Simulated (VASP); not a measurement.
Here is a VASP 6.6.1 calculation.

INCAR

```
  PREC = Accurate
  ENCUT = 520
  EDIFF = 1E-7
  ISMEAR = 0
  SIGMA = 0.1
  LREAL = F
  LASPH = T
  NELM = 100
  ALGO = Fast
  ISIF = 2
  LWAVE = F
  LCHARG = F
  GGA = CA
  NBANDS = 12
  ISYM = 0
```

KPOINTS

```
Automatic mesh
0
Gamma
  14 14 19
```

The input POSCAR:

```
Cu
1.0
    2.4880527793      0.0000000000      0.0000000000
    0.0000000000      2.4880527793      0.0000000000
    1.2440263897      1.2440263897      1.7593189922
Cu
1
Direct
    0.0000000000      0.0000000000      0.0000000000
```

Potentials or basis: VASP PAW LDA potentials, release 64 (Cu).

Run with:

```bash
$ cat potpaw_LDA.64/Cu/POTCAR > POTCAR
$ mpirun -np 1 vasp_std > vasp.out
```

Question: Estimate the pressure.

Answer: 0.7 GPa.
